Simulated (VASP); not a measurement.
# Ge (P-1) in VASP: single point with HSE06

Aim: the single point of Ge with HSE06.

Program: VASP 6.6.1. These are calculated values, not measurements. Logs are shortened: lines on timing, memory, paths and dates and some standing lists are left out, and cuts for length are marked.

**1. The cell of the first run**

The typed cell holds 1 atom: a = 2.981 Å, b = 2.963 Å, c = 2.914 Å, α = 61.22°, β = 60.32°, γ = 60.50°.

**2. Single point, HSE06**

POSCAR reads:

```
Ge
1.0
   -0.0282083000      2.1019966500      2.1134578200
    2.0716247400     -0.0325513900      2.1178009100
    2.0429605600      2.0776755600     -0.0038872100
Ge
1
Direct
    0.0000000000      0.0000000000      0.0000000000
```

INCAR.step1 reads:

```
PREC     = Accurate       # precision mode
ENCUT    = 520            # plane-wave cutoff, eV
EDIFF    = 1E-5           # SCF threshold, eV
ISMEAR   = 1              # smearing method
SIGMA    = 0.05           # smearing width, eV
LREAL    = F              # projectors in reciprocal space
LASPH    = T              # aspherical terms in the spheres
NELM     = 100            # most SCF steps
ALGO     = Normal         # electronic algorithm
ISIF     = 2              # what is computed and relaxed
LWAVE    = T              # write WAVECAR
LCHARG   = F              # write CHGCAR
GGA      = PE             # functional
NBANDS   = 13             # bands
```

INCAR.step2 reads:

```
PREC     = Accurate       # precision mode
ENCUT    = 520            # plane-wave cutoff, eV
EDIFF    = 1E-6           # SCF threshold, eV
ISMEAR   = 1              # smearing method
SIGMA    = 0.05           # smearing width, eV
LREAL    = F              # projectors in reciprocal space
LASPH    = T              # aspherical terms in the spheres
NELM     = 100            # most SCF steps
ALGO     = Normal         # electronic algorithm
ISIF     = 2              # what is computed and relaxed
LWAVE    = F              # write WAVECAR
LCHARG   = F              # write CHGCAR
GGA      = PE             # functional
LHFCALC  = T              # exact exchange
HFSCREEN = 0.2079         # screening, 1/A
PRECFOCK = Normal       
ISTART   = 1            
NBANDS   = 13             # bands
```

KPOINTS reads:

```
regular mesh
0
Gamma
  6 6 6
```

Potentials or basis: VASP PAW PBE potentials, release 64 (Ge_d).

On the command line:

```bash
$ cat potpaw_PBE.64/Ge_d/POTCAR > POTCAR
$ cp INCAR.step1 INCAR
$ mpirun -np 1 vasp_std > vasp.out
$ cp INCAR.step2 INCAR
$ mpirun -np 1 vasp_std > vasp.out
```

OUTCAR:

```text
PREC = Accurate
   ENCUT = 520
   EDIFF = 1E-6
   ISMEAR = 1
   LREAL = F
   LASPH = T
   NELM = 100
   ISIF = 2
   GGA = PE
   LHFCALC = T
   HFSCREEN = 0.2079
   PRECFOCK = Normal
   ISTART = 1

 ion  position               nearest neighbor table
   1  0.000  0.000  0.000-

  LATTYP: Found a triclinic cell.
 ALAT       =     2.9627300503
 B/A-ratio  =     1.0100697834
 C/A-ratio  =     1.0061399040
 COS(alpha) =     0.0053359435
 COS(beta)  =     0.4924352833
 COS(gamma) =     0.5212386751

  Lattice vectors:

 A1 = (  -2.0716247400,   0.0325513900,  -2.1178009100)
 A2 = (  -0.0286641800,   2.1102269500,  -2.1216881200)
 A3 = (   0.0282083000,  -2.1019966500,  -2.1134578200)

Analysis of symmetry for initial positions (statically):
=====================================================================
 Subroutine PRICEL returns:
 Original cell was already a primitive cell.

 Routine SETGRP: Setting up the symmetry group for a
 triclinic supercell.

 Subroutine GETGRP returns: Found  2 space group operations
 (whereof  2 operations were pure point group operations)
 out of a pool of  2 trial point group operations.

The static configuration has the point symmetry S_2 .

Analysis of symmetry for dynamics (positions and initial velocities):
=====================================================================
 Subroutine PRICEL returns:
 Original cell was already a primitive cell.

 Routine SETGRP: Setting up the symmetry group for a
 triclinic supercell.

 Subroutine GETGRP returns: Found  2 space group operations
 (whereof  2 operations were pure point group operations)
 out of a pool of  2 trial point group operations.

The dynamic configuration has the point symmetry S_2 .

 Subroutine INISYM returns: Found  2 space group operations
 (whereof  2 operations are pure point group operations),
 and found     1 'primitive' translations

----------------------------------------------------------------------------------------

                                     Primitive cell

  volume of cell :      18.4727

  direct lattice vectors                    reciprocal lattice vectors
    -0.028208300  2.101996650  2.113457820    -0.238187753  0.234650641  0.236601016
     2.071624740 -0.032551390  2.117800910     0.238148446 -0.233728457  0.235639525
     2.042960560  2.077675560 -0.003887210     0.244707081  0.240247785 -0.235678831

  length of vectors
     2.980920928  2.962730050  2.913835735     0.409602697  0.408496830  0.416107036

  position of ions in fractional coordinates (direct lattice)
     0.000000000  0.000000000  0.000000000

  ion indices of the primitive-cell ions
   primitive index   ion index
                 1           1

----------------------------------------------------------------------------------------

 KPOINTS: regular mesh

Automatic generation of k-mesh.
 Grid dimensions read from file:
 generate k-points for:    6    6    6

 Generating k-lattice:

  Cartesian coordinates                     Fractional coordinates (reciprocal lattice)
    -0.039697959  0.039108440  0.039433503     0.166666667 -0.000000000 -0.000000000
     0.039691408 -0.038954743  0.039273254     0.000000000  0.166666667  0.000000000
     0.040784513  0.040041298 -0.039279805    -0.000000000 -0.000000000  0.166666667

  Length of vectors
     0.068267116  0.068082805  0.069351173

  Shift w.r.t. Gamma in fractional coordinates (k-lattice)
     0.000000000  0.000000000  0.000000000

 Subroutine IBZKPT returns following result:
 ===========================================

 Found    112 irreducible k-points:

 Following reciprocal coordinates:
            Coordinates               Weight
  0.000000  0.000000  0.000000      1.000000
  0.166667 -0.000000  0.000000      2.000000
  0.333333 -0.000000 -0.000000      2.000000
  0.500000 -0.000000  0.000000      1.000000
  0.000000  0.166667 -0.000000      2.000000
  0.166667  0.166667  0.000000      2.000000
[... 16 lines left out ...]
  0.333333 -0.000000  0.166667      2.000000
  0.500000 -0.000000  0.166667      2.000000
 [... further k-points ...]
   k-points           NKPTS =    112   k-points in BZ     NKDIM =    216   number of bands    NBANDS=     13
   number of dos      NEDOS =    301   number of ions     NIONS =      1
   total plane-waves  NPLWV =  13824
   dimension x,y,z NGX =    24 NGY =   24 NGZ =   24
   dimension x,y,z NGXF=    48 NGYF=   48 NGZF=   48
   ions per type =               1
   NGX,Y,Z   is equivalent  to a cutoff of  13.38, 13.47, 13.69 a.u.
   NGXF,Y,Z  is equivalent  to a cutoff of  26.77, 26.93, 27.39 a.u.
 SYSTEM =  unknown system
   PREC   = accura    normal or accurate (medium, high low for compatibility)
   ISTART =      1    job   : 0-new  1-cont  2-samecut
   ICHARG =      0    charge: 1-file 2-atom 10-const
   ISPIN  =      1    spin polarized calculation?
   LNONCOLLINEAR =      F non collinear calculations
   LSORBIT =      F    spin-orbit coupling
   LASPH  =      T    aspherical Exc in radial PAW
   ENCUT  =  520.0 eV  38.22 Ry    6.18 a.u.   5.54  5.51  5.42*2*pi/ulx,y,z
   NELM   =    100;   NELMIN=  2; NELMDL=  0     # of ELM steps
   EDIFF  = 0.1E-05   stopping-criterion for ELM
   LREAL  =      F    real-space projection
   EDIFFG = 0.1E-04   stopping-criterion for IOM
   NSW    =      0    number of steps for IOM
   IBRION =     -1    ionic relax: 0-MD 1-quasi-New 2-CG
   NFREE  =      0    steps in history (QN), initial steepest desc. (CG)
   ISIF   =      2    stress and relaxation
   ISYM   =      3    0-nonsym 1-usesym 2-fastsym
   POTIM  = 0.5000    time-step for ionic-motion
   TEBEG  =    0.0;   TEEND  =   0.0 temperature during run
   PSTRESS=    0.0 pullay stress
   NELECT =      14.0000    total number of electrons
   NUPDOWN=      -1.0000    fix difference up-down
   EMIN   =  10.00;   EMAX   =-10.00  energy-range for DOS
   EFERMI =   0.00;   METHOD = LEGACY
   ISMEAR =     1;   SIGMA  =   0.05  broadening in eV -4-tet -1-fermi 0-gaus
   EFERMI_NEDOS =   21; number of points for ismear=-14 and -15
   IALGO  =     38    algorithm
   IMIX   =      1    mixing-type and parameters
     AMIX     =   0.40;   BMIX     =  1.00
     AMIX_MAG =   1.60;   BMIX_MAG =  1.00
  volume/ion in A,a.u.               =      18.47       124.66
  Fermi-wavevector in a.u.,A,eV,Ry     =   1.492590  2.820586 30.311398  2.227825
  Thomas-Fermi vector in A             =   2.605099
   LORBIT       =      0    0 simple, 1 ext, 2 COOP (PROOUT), +10 PAW based schemes
   GGA     = PE    functional components
   LHFCALC =     T    Hartree Fock is set to
   PRECFOCK=normal    Normal, Fast or Accurate (Low or Medium for compatibility)
   ENCUT4O =  -1.0   cutoff for four orbital integrals eV
   NKREDX  =     1    reduce k-point grid by
   NKREDY  =     1    reduce k-point grid by
   NKREDZ  =     1    reduce k-point grid by
   AEXX    =    0.2500 exact exchange contribution
   HFSCREEN=    0.2079 screening length (either q_TF or 0.3 A-1)
   HFSCREENC=   0.2079 screening length for correlation (either q_TF or 0.3 A-1)
   ENCUTFOCK=  -1.0 apply spherical cutoff to Coloumb kernel
   IVDW    =     0    specifies the selected vdW correction
   LEPSILON=     F    determine dielectric tensor
   LRPA    =     F    only Hartree local field effects (RPA)
 non-spin polarized calculation
 Methfessel and Paxton  Order N= 1 SIGMA  =   0.05
  energy-cutoff  :      520.00
  volume of cell :       18.47
 maximum number of plane-waves:       527
 NGX is ok and might be reduce to    24
  NGX = 18; NGY = 18; NGZ = 18

 number of electron      13.9999997 magnetization

 Free energy of the ion-electron system (eV)
  ---------------------------------------------------
  ext. energy  EPLUGINS =         0.00000000
  ---------------------------------------------------
  free energy    TOTEN  =        -4.67417694 eV

  energy without entropy =       -4.67458998  energy(sigma->0) =       -4.67431462

 E-fermi :   7.1480     XC(G=0):  -9.3633

 val. band max:        7.1334731098   @ k =  -0.1667   0.5000   0.3333
 cond. band min:       7.2078521569   @ k =  -0.1667   0.1667   0.5000
 fundamental gap:      0.0743790472
 Fermi energy:         7.1480341428

 k-point     1 :       0.0000    0.0000    0.0000
  band No.  band energies     occupation
      1     -21.1723      2.00000
      2     -21.1688      2.00000
      3     -21.1634      2.00000
      4     -21.1227      2.00000
      5     -21.1042      2.00000
      6      -7.9971      2.00000
      7      16.8602      0.00000
      8      17.2332      0.00000
      9      17.6608      0.00000
     10      21.6601      0.00000
     11      21.9754      0.00000
     12      22.6171      0.00000
     13      23.1109      0.00000

 k-point     2 :       0.1667   -0.0000    0.0000
  band No.  band energies     occupation
      1     -21.1713      2.00000
      2     -21.1622      2.00000
      3     -21.1516      2.00000
      4     -21.1175      2.00000
      5     -21.1035      2.00000
      6      -7.2285      2.00000
      7      11.7099      0.00000
      8      16.1358      0.00000
      9      16.7508      0.00000
     10      20.7724      0.00000
     11      23.0981      0.00000
     12      23.9350      0.00000
     13      25.5744      0.00000

 k-point     3 :       0.3333   -0.0000   -0.0000
  band No.  band energies     occupation
      1     -21.1733      2.00000
      2     -21.1660      2.00000
      3     -21.1474      2.00000
      4     -21.0875      2.00000
      5     -21.0828      2.00000
      6      -4.9325      2.00000
      7       5.0079      2.00000
      8      15.1237      0.00000
      9      15.7348      0.00000
     10      20.2752      0.00000
     11      21.3796      0.00000
     12      22.2135      0.00000
     13      23.4792      0.00000
[... 305 lines left out ...]
 k-point    23 :       0.3333   -0.0000    0.1667
  band No.  band energies     occupation
      1     -21.1851      2.00000
      2     -21.1520      2.00000
      3     -21.1284      2.00000
      4     -21.1116      2.00000
      5     -21.0796      2.00000
      6      -5.1844      2.00000
      7       7.7940     -0.00000
      8      12.8391      0.00000
      9      13.1003      0.00000
     10      17.4878      0.00000
     11      21.1223      0.00000
     12      26.0312      0.00000
     13      27.0430      0.00000

 k-point    24 :       0.5000   -0.0000    0.1667
  band No.  band energies     occupation
      1     -21.1758      2.00000
      2     -21.1540      2.00000
      3     -21.1356      2.00000
      4     -21.0932      2.00000
      5     -21.0665      2.00000
      6      -2.0706      2.00000
      7       2.1310      2.00000
      8      10.9885      0.00000
      9      13.1017      0.00000
     10      17.2557      0.00000
     11      23.4842      0.00000
     12      24.7956      0.00000
     13      27.8454      0.00000

 [... further k-points ...]

------------------------ aborting loop because EDIFF is reached ----------------------------------------

  FORCE on cell =-STRESS in cart. coord.  units (eV):
  Direction    XX          YY          ZZ          XY          YZ          ZX
  --------------------------------------------------------------------------------------
  -------------------------------------------------------------------------------------
  Total        0.4582581      0.3132297      0.6159085     -0.9140860     -0.3685368     -0.0255963
  in kB       39.7456647     27.1670574     53.4190124    -79.2805589    -31.9639570     -2.2200172
  external PRESSURE =      40.1105782 kB  Pullay stress =       0.0000000 kB

 VOLUME and BASIS-vectors are now :
 -----------------------------------------------------------------------------
  energy-cutoff  :      520.00
  volume of cell :       18.47
      direct lattice vectors                 reciprocal lattice vectors
    -0.028208300  2.101996650  2.113457820    -0.238187753  0.234650641  0.236601016
     2.071624740 -0.032551390  2.117800910     0.238148446 -0.233728457  0.235639525
     2.042960560  2.077675560 -0.003887210     0.244707081  0.240247785 -0.235678831

 POSITION                                       TOTAL-FORCE (eV/Angst)
 -----------------------------------------------------------------------------------
      0.00000      0.00000      0.00000         0.000000     -0.000000     -0.000000
 -----------------------------------------------------------------------------------
    total drift:                               -0.000000     -0.000001     -0.000000

  FREE ENERGIE OF THE ION-ELECTRON SYSTEM (eV)
  ---------------------------------------------------
  free  energy   TOTEN  =        -4.6741769394 eV

  energy  without entropy=       -4.6745899840  energy(sigma->0) =       -4.67431462
```

It took 66 min on 1 thread of Intel Xeon Platinum 8488C (Sapphire Rapids), shared host; peak memory 0.27 GiB.

Results:

```yaml
Free_energy: -4.6742 eV
Pressure: 4.0 GPa
Band_gap_on_the_k_mesh: zero (bands 7 and 8 overlap by 12.65 eV)
```

Stress tensor (GPa, compression positive):
```
 3.97 -7.93 -0.22
-7.93  2.72 -3.20
-0.22 -3.20  5.34
```

Caveat: the k points lie up to 0.44 Å⁻¹ apart, too coarse for converged energies and pressures of a metal; the PAW data sets were made with another functional, which shifts forces and pressure a little.
